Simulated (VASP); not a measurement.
Si: single point with PBE

Crystal: Si.

```
Si
1.0
    -3.18283    3.18283    3.44923
     3.18283   -3.18283    3.44923
     3.18283    3.18283   -3.44923
Si
8
Direct
  0.20285 0.20285 0.20285
  0.50000 0.00000 0.29715
  0.29715 0.50000 0.00000
  0.00000 0.29715 0.50000
  0.79715 0.79715 0.79715
  0.50000 0.00000 0.70285
  0.70285 0.50000 0.00000
  0.00000 0.70285 0.50000
```

```
Program             : VASP 6.6.1
Task                : single point
Functional          : PBE
Potentials or basis : VASP PAW PBE potentials, release 64 (Si)
Cutoff              : 520 eV
k mesh              : 10 × 10 × 10
Occupations         : gaussian, width 0.15 eV
Spin                : no spin polarisation
```

* Pressure: 6.0 GPa
* Largest force: 0.654 eV/Å
* Band gap on the k mesh: zero (bands 16 and 17 overlap by 0.35 eV)

Forces on the atoms (eV/Å):
```
Si   0.377 -0.316  0.431
Si  -0.377  0.316  0.431
Si   0.377  0.316 -0.431
Si  -0.377 -0.316 -0.431
Si  -0.377  0.316 -0.431
Si   0.377 -0.316 -0.431
Si  -0.377 -0.316  0.431
Si   0.377  0.316  0.431
```

Stress tensor (GPa, compression positive):
```
10.14  0.00  0.00
 0.00 10.58  0.00
 0.00  0.00 -2.74
```

Levels at points of the mesh, in eV from the Fermi level:
| k point | band 14 | band 15 | band 16 | band 17 | band 18 | band 19 |
| --- | --- | --- | --- | --- | --- | --- |
| (0.00, 0.00, 0.00) | -2.13 | -1.18 | -0.39 | 0.64 | 2.24 | 2.40 |
| (0.50, 0.00, 0.00) | -2.02 | -0.96 | -0.96 | 0.03 | 0.03 | 2.21 |
| (0.00, 0.50, 0.00) | -2.13 | -1.45 | -1.45 | 0.75 | 0.75 | 2.04 |
| (0.50, 0.50, 0.00) | -2.11 | -1.58 | -1.58 | 0.48 | 0.48 | 1.75 |
| (0.50, 0.50, 0.50) | -0.50 | -0.18 | 0.14 | 0.66 | 2.25 | 2.38 |

Wall time 12 min on 1 thread of AMD EPYC 9755 128-Core Processor (shared host), peak memory 0.5 GiB.

Caveat: the stress differs along the axes, from -3 to 11 GPa; semilocal functionals underestimate gaps, and a narrow one can read as zero.
